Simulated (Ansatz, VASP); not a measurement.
## One calculation of PbSe, two programs

INCAR

```
SYSTEM = PbSe
PREC = Accurate ; ENCUT = 600
EDIFF = 1E-7 ; ISMEAR = -1
SIGMA = 0.05 ; LREAL = .FALSE.
LASPH = .TRUE. ; NELM = 100
ALGO = Normal ; ISIF = 3
LWAVE = .FALSE. ; LCHARG = .FALSE.
GGA = RP ; IVDW = 12
IBRION = 2 ; NSW = 80
EDIFFG = -0.02
```

File KPOINTS:

```
Automatic mesh
0
G
  8 8 8
  0 0 0
```

File POSCAR:

```
PbSe
1.0
    0.0000000000      3.0606500000      3.0606500000
    3.0606500000      0.0000000000      3.0606500000
    3.0606500000      3.0606500000      0.0000000000
Pb Se
1 1
Direct
    0.0000000000      0.0000000000      0.0000000000
    0.5000000000      0.5000000000      0.5000000000
```

Contents of input.yaml:

```yaml
crystal:
  lattice:
    - [0.0, 3.06065, 3.06065]
    - [3.06065, 0.0, 3.06065]
    - [3.06065, 3.06065, 0.0]
  atoms:
    - { symbol: Pb, position: [0.0, 0.0, 0.0] }
    - { symbol: Se, position: [0.5, 0.5, 0.5] }
kpoints:
  mp_grid: { grid: [8, 8, 8] }
scf:
  occupations: { method: fermi_dirac, width: 0.05 }
hamiltonian:
  xc: rpbe
  dispersion: d3bj
  pseudopotentials: { kind: all_electron, lapw: { basis_error: 0.001 } }
output:
  forces: true
  stress: true
relax:
  f_tol: 0.02
  max_steps: 60
  cell: {}
```

Alike in both runs: task relaxation of cell and atoms; functional RPBE; dispersion D3(BJ); k mesh 8 × 8 × 8; occupations fermi-dirac, width 0.05 eV; no spin polarisation.

|  | VASP | Ansatz |
| --- | --- | --- |
| version | VASP 6.6.1 | Ansatz 0.2.0 |
| potentials or method | VASP PAW PBE potentials, release 64 (Pb_d, Se), cutoff 600 eV | all-electron LAPW, scalar-relativistic |

VASP gave:

* relaxed volume (Å³/atom): 23.74
* relaxed cell length with the largest relative difference (Å): 4.064

What did Ansatz give for the same quantities?

Relaxed volume (Å³/atom): 23.69; relaxed cell length with the largest relative difference (Å): 4.062.

VASP's potentials were made for PBE, not for RPBE. Ansatz ran all-electron here, and VASP with PAW potentials.

Spin-orbit coupling is off throughout. Noted on VASP's run: the volume moved by over 15 % at a fixed basis, so the end points are rough. Noted on Ansatz's run: the volume moved by over 15 % at a fixed basis, so the end points are rough.
